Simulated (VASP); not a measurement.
# Ta3N (Pm-3m) in VASP: a series of runs, part 2 of 2

VASP 6.6.1.

## 5. Relaxation of cell and atoms, PBE

File INCAR:

```
PREC = Accurate
ENCUT = 600
EDIFF = 1E-7
ISMEAR = 0
SIGMA = 0.1
LREAL = False
LASPH = True
NELM = 100
ALGO = Normal
ISIF = 3
LWAVE = False
LCHARG = False
GGA = PE
IBRION = 2
NSW = 100
EDIFFG = -0.01
```

File KPOINTS:

```
Automatic mesh
0
Gamma
  12 12 12
```

File POSCAR:

```
Ta3N
1.0
    3.9695993417      0.0000000000      0.0000000000
    0.0000000000      3.9695993417      0.0000000000
    0.0000000000      0.0000000000      3.9695993417
Ta N
3 1
Direct
    0.0000000000      0.5000000000      0.5000000000
    0.5000000000      0.0000000000      0.5000000000
    0.5000000000      0.5000000000      0.0000000000
    0.0000000000      0.0000000000      0.0000000000
```

Potentials or basis: VASP PAW PBE potentials, release 64 (Ta_pv, N).

Command:

```
> cat potpaw_PBE.64/Ta_pv/POTCAR potpaw_PBE.64/N/POTCAR > POTCAR
> mpirun -np 1 vasp_std > vasp.out
```

OUTCAR:

```text
PREC = Accurate
   ENCUT = 600
   EDIFF = 1E-7
   ISMEAR = 0
   LREAL = False
   LASPH = True
   NELM = 100
   ISIF = 3
   GGA = PE
   IBRION = 2
   NSW = 100
   EDIFFG = -0.01

 ion  position               nearest neighbor table
   1  0.000  0.500  0.500-   2 2.81   3 2.81   3 2.81   2 2.81   2 2.81   3 2.81   3 2.81   2 2.81

   2  0.500  0.000  0.500-   1 2.81   3 2.81   3 2.81   1 2.81   3 2.81   3 2.81   1 2.81   1 2.81

   3  0.500  0.500  0.000-   1 2.81   2 2.81   1 2.81   2 2.81   2 2.81   2 2.81   1 2.81   1 2.81

   4  0.000  0.000  0.000-

  LATTYP: Found a simple cubic cell.
 ALAT       =     3.9695993417

  Lattice vectors:

 A1 = (   3.9695993417,   0.0000000000,   0.0000000000)
 A2 = (   0.0000000000,   3.9695993417,   0.0000000000)
 A3 = (   0.0000000000,   0.0000000000,   3.9695993417)

Analysis of symmetry for initial positions (statically):
=====================================================================
 Subroutine PRICEL returns:
 Original cell was already a primitive cell.

 Routine SETGRP: Setting up the symmetry group for a
 simple cubic supercell.

 Subroutine GETGRP returns: Found 48 space group operations
 (whereof 48 operations were pure point group operations)
 out of a pool of 48 trial point group operations.

The static configuration has the point symmetry O_h .

Analysis of symmetry for dynamics (positions and initial velocities):
=====================================================================
 Subroutine PRICEL returns:
 Original cell was already a primitive cell.

 Routine SETGRP: Setting up the symmetry group for a
 simple cubic supercell.

 Subroutine GETGRP returns: Found 48 space group operations
 (whereof 48 operations were pure point group operations)
 out of a pool of 48 trial point group operations.

The dynamic configuration has the point symmetry O_h .

 Subroutine INISYM returns: Found 48 space group operations
 (whereof 48 operations are pure point group operations),
[... 127 lines left out ...]
   AEXX    =    0.0000 exact exchange contribution
   IVDW    =     0    specifies the selected vdW correction
   LEPSILON=     F    determine dielectric tensor
   LRPA    =     F    only Hartree local field effects (RPA)
 conjugate gradient relaxation of ions
 non-spin polarized calculation
 Gauss-broadening in eV      SIGMA  =   0.10
  energy-cutoff  :      600.00
  volume of cell :       62.55
 maximum number of plane-waves:      2176
 NGX is ok and might be reduce to    32
   NGX = 15   NGY = 15   NGZ = 15

--------------------------------------- Ionic step        1  -------------------------------------------

 number of electron      37.9999995 magnetization

 Free energy of the ion-electron system (eV)
  ---------------------------------------------------
  ext. energy  EPLUGINS =         0.00000000
  ---------------------------------------------------
  free energy    TOTEN  =       -39.79832280 eV

  energy without entropy =      -39.78057961  energy(sigma->0) =      -39.78945121

------------------------ aborting loop because EDIFF is reached ----------------------------------------

  FORCE on cell =-STRESS in cart. coord.  units (eV):
  Direction    XX          YY          ZZ          XY          YZ          ZX
  --------------------------------------------------------------------------------------
  -------------------------------------------------------------------------------------
  Total       -0.1859745     -0.1859745     -0.1859745     -0.0000000      0.0000000      0.0000000
  in kB       -4.7634748     -4.7634748     -4.7634748     -0.0000000      0.0000000      0.0000000
  external PRESSURE =      -4.7634748 kB  Pullay stress =       0.0000000 kB
[... 63 lines left out ...]
--------------------------------------- Ionic step        3  -------------------------------------------

 number of electron      37.9999997 magnetization

 Free energy of the ion-electron system (eV)
  ---------------------------------------------------
  ext. energy  EPLUGINS =         0.00000000
  ---------------------------------------------------
  free energy    TOTEN  =       -39.79858986 eV

  energy without entropy =      -39.78107456  energy(sigma->0) =      -39.78983221

 E-fermi :   5.8414     XC(G=0): -12.4563

 val. band max:        5.8306634858   @ k =   0.5000   0.5000   0.1667
 cond. band min:       5.8435187874   @ k =   0.5000   0.3333   0.0833
 fundamental gap:      0.0128553016
 Fermi energy:         5.8414256022

 k-point     1 :       0.0000    0.0000    0.0000
  band No.  band energies     occupation
      1     -28.8561      2.00000
      2     -28.8561      2.00000
      3     -28.8561      2.00000
      4     -28.1611      2.00000
      5     -28.1611      2.00000
      6     -28.1611      2.00000
[... 613 lines left out ...]
     22       6.8942      0.00000
     23       8.3821      0.00000

 [... further k-points ...]

------------------------ aborting loop because EDIFF is reached ----------------------------------------

  FORCE on cell =-STRESS in cart. coord.  units (eV):
  Direction    XX          YY          ZZ          XY          YZ          ZX
  --------------------------------------------------------------------------------------
  -------------------------------------------------------------------------------------
  Total        0.0022030      0.0022030      0.0022030     -0.0000000     -0.0000000      0.0000000
  in kB        0.0565874      0.0565874      0.0565874     -0.0000000     -0.0000000      0.0000000
  external PRESSURE =       0.0565874 kB  Pullay stress =       0.0000000 kB
[... 19 lines left out ...]
  FREE ENERGIE OF THE ION-ELECTRON SYSTEM (eV)
  ---------------------------------------------------
  free  energy   TOTEN  =       -39.7985898621 eV

  energy  without entropy=      -39.7810745594  energy(sigma->0) =      -39.78983221

 reached required accuracy - stopping structural energy minimisation
```

OSZICAR:

```text
N       E                     dE             d eps       ncg     rms          rms(c)
DAV:   1     0.352778291846E+03    0.35278E+03   -0.23581E+04  3864   0.191E+03
DAV:   2    -0.238955072339E+02   -0.37667E+03   -0.37193E+03  4347   0.496E+02
[... 28 lines left out ...]
DAV:   3    -0.397985794869E+02    0.60149E-03   -0.24521E-03  4263   0.408E-01    0.678E-02
DAV:   4    -0.397985942828E+02   -0.14796E-04   -0.84546E-05  4978   0.663E-02    0.190E-02
DAV:   5    -0.397985926057E+02    0.16771E-05   -0.63377E-05  5013   0.533E-02    0.272E-02
DAV:   6    -0.397985900465E+02    0.25592E-05   -0.10664E-05  5088   0.178E-02    0.831E-03
DAV:   7    -0.397985899757E+02    0.70803E-07   -0.16467E-06  4604   0.610E-03    0.354E-03
DAV:   8    -0.397985898388E+02    0.13691E-06   -0.12589E-07  2870   0.327E-03    0.920E-04
DAV:   9    -0.397985898621E+02   -0.23299E-07   -0.10459E-08  2478   0.922E-04
   3 F= -.39798590E+02 E0= -.39789832E+02  d E =-.267058E-03
```

It took 4.6 min on 1 thread of Intel Xeon Platinum 8375C at 2.90GHz (Ice Lake), shared host; peak memory 0.27 GiB.

What came out:

| Property | Result |
| --- | --- |
| Free energy | -39.7986 eV |
| Relaxed volume | 15.59 Å³/atom |
| Relaxed cell | a = 3.966 Å, b = 3.966 Å, c = 3.966 Å, α = 90.00°, β = 90.00°, γ = 90.00° |
| Space group after relaxing (to 0.1 Å) | Pm-3m (No. 221) |
| Energy gained by relaxing | 0.1 meV/atom |
| Ionic steps | 3 |
| Pressure after relaxing | 0.0 GPa |
| Band gap on the k mesh | zero (bands 19 and 20 overlap by 3.05 eV) |

The path:
```
step  energy change (eV)  largest force (eV/Å)  pressure (GPa)  volume (Å³)
   1              0.0000                0.0000           -0.48        62.55
   2              0.0002                0.0000            0.68        62.13
   3             -0.0003                0.0000            0.01        62.37
```

Final structure:
```
CELL_PARAMETERS angstrom
3.96584 0.00000 0.00000
0.00000 3.96584 0.00000
0.00000 0.00000 3.96584
ATOMIC_POSITIONS crystal
Ta 0.00000 0.50000 0.50000
Ta 0.50000 0.00000 0.50000
Ta 0.50000 0.50000 0.00000
N 0.00000 0.00000 0.00000
```

Caveat: spin-orbit coupling is left out, which moves the levels of the heavy elements.

## 6. The runs side by side

```tsv
task	cell	k mesh	cutoff (eV)	gap on the mesh (eV)	pressure (GPa)	relaxed volume (Å³/atom)
single point	a = 3.970 Å, 4 atoms	4 × 4 × 4	520	none	0.3	-
relaxation of cell and atoms	relaxed from a = 3.899 Å, 4 atoms	4 × 4 × 4	600	none	-0.2	15.68
single point	a = 3.965 Å, 4 atoms	12 × 12 × 12	520	none	0.2	-
relaxation of cell and atoms	relaxed from a = 3.970 Å, 4 atoms	12 × 12 × 12	600	none	0.0	15.59
```

Alike in all rows: level PBE; potentials or basis VASP PAW PBE potentials, release 64 (Ta_pv, N); no spin polarisation; smearing gaussian 0.1 eV.

Caveats: some runs use coarse meshes; spin-orbit coupling is left out, which moves the levels of the heavy elements.

Absolute energies hang on the potentials; compare differences alone.
